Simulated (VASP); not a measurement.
A run of VASP 6.6.1:

INCAR

```
PREC = Accurate
ENCUT = 520
EDIFF = 1E-7
ISMEAR = -1
SIGMA = 0.1
LREAL = F
LASPH = T
NELM = 100
ALGO = Normal
ISIF = 2
LWAVE = F
LCHARG = T
GGA = CA
LELF = T
LVHAR = T
NBANDS = 10
```

File KPOINTS:

```
Automatic mesh
0
Gamma
  8 8 8
```

Contents of POSCAR:

```
Rb
1.0
    4.2114511753      0.0000000000      0.0000000000
    0.0000000000      4.2114511753      0.0000000000
    0.0000000000      0.0000000000      4.2114511753
Rb
1
Direct
    0.0000000000      0.0000000000      0.0000000000
```

Potentials or basis: VASP PAW LDA potentials, release 64 (Rb_sv).

Run with:

```bash
$ cat potpaw_LDA.64/Rb_sv/POTCAR > POTCAR
$ mpirun -np 1 vasp_std > vasp.out
```

Hardware: 1 thread of Intel(R) Xeon(R) 6975P-C (Granite Rapids) (shared host).

Problem. Estimate the wall time of this run.

Solution. It took 7.9 s on 1 thread of Intel(R) Xeon(R) 6975P-C (Granite Rapids), on a shared host, peak memory 0.15 GiB. Counts: scf iterations 11, k points 35.
